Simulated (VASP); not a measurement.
Input of a VASP 6.6.1 run:

File POSCAR:

```
F
1.0
    2.9375407162     -1.6934194167     -0.1275859897
    2.9375407162      1.6934194167     -0.1275859897
   -1.9806375287      0.0000000000      7.1113263377
F
4
Direct
    0.0779843973      0.0779843973      0.0949060498
    0.9220156027      0.9220156027      0.9050939502
    0.4995074289      0.4995074289      0.5957930447
    0.5004925711      0.5004925711      0.4042069553
```

File INCAR.step1:

```
ALGO = Normal ; EDIFF = 1E-4
ENCUT = 520 ; GGA = PE
ISMEAR = 0 ; LASPH = True
LCHARG = False ; LREAL = False
LWAVE = True ; NBANDS = 22
NELM = 60 ; PREC = Accurate
SIGMA = 0.02
```

Contents of INCAR.step2:

```
ALGO = Normal ; EDIFF = 1E-6
ENCUT = 520 ; ISIF = 2
ISMEAR = 0 ; ISTART = 1
LASPH = True ; LCHARG = True
LELF = True ; LMIXTAU = True
LREAL = False ; LVHAR = True
LWAVE = False ; METAGGA = R2SCAN
NBANDS = 22 ; NELM = 60
PREC = Accurate ; SIGMA = 0.02
```

KPOINTS

```
k-points
0
Gamma
  8 8 4
```

Potentials or basis: VASP PAW PBE potentials, release 64 (F).

Command:

```sh
$ cat potpaw_PBE.64/F/POTCAR > POTCAR
$ cp INCAR.step1 INCAR
$ mpirun -np 1 vasp_std > vasp.out
$ cp INCAR.step2 INCAR
$ mpirun -np 1 vasp_std > vasp.out
```

(1) Predict the band gap on the k mesh.

(2) What does it give for the pressure?

(3) Estimate the largest force.

## Answers

(1) 3.65 eV (least direct gap 3.71 eV).

(2) -1.3 GPa.

(3) 0.112 eV/Å.

Caveat: the PAW data sets were made with another functional, which shifts forces and pressure a little.
